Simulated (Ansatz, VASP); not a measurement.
# Re in VASP and in Ansatz

```xyz
12
Lattice="3.1755 1.8334 5.4154 -3.1755 1.8334 5.4154 0.0000 -3.6667 5.4154" Properties=species:S:1:pos:R:3 pbc="T T T"
Re   -2.0432    1.1796    3.6500
Re    0.0000   -2.3592    3.6500
Re    2.0432    1.1796    3.6500
Re    2.0432   -1.1796   12.5964
Re   -2.0432   -1.1796   12.5964
Re    0.0000    2.3592   12.5964
Re   -1.3001    0.7506    5.8105
Re    0.0000   -1.5012    5.8105
Re    1.3001    0.7506    5.8105
Re    1.3001   -0.7506   10.4358
Re   -1.3001   -0.7506   10.4358
Re    0.0000    1.5012   10.4358
```

Alike in both runs: task single point; functional r2SCAN; k mesh 6 × 6 × 6; occupations gaussian, width 0.1 eV; no spin polarisation.

|  | VASP | Ansatz |
| --- | --- | --- |
| version | VASP 6.6.1 | Ansatz 0.2.0 |
| potentials or method | VASP PAW PBE potentials, release 64 (Re), cutoff 660 eV | scalar-relativistic, plane waves, PAW |
| valence electrons in the cell | 84 | 180 |

VASP gave:

| Item | Value |
| --- | --- |
| gap on the k mesh at the Fermi level (eV) | none |
| rms of the force components (eV/Å) | 5.011 |

Question: Which values does Ansatz return?

Answer: gap on the k mesh at the Fermi level (eV): none; rms of the force components (eV/Å): 5.142.

VASP's potentials were made for PBE, not for r2SCAN. Atom by atom the forces differ by 0.359 eV/Å (rms over components). A gap of «none» marks a metal or a gap that the smearing closes. The functional is the same, so the differences come from potentials, cutoffs and numerics. VASP's potentials hold 84 valence electrons a cell and Ansatz's 180, so a difference there can come from the potentials and not from the codes.

Neither program's run includes spin-orbit coupling.
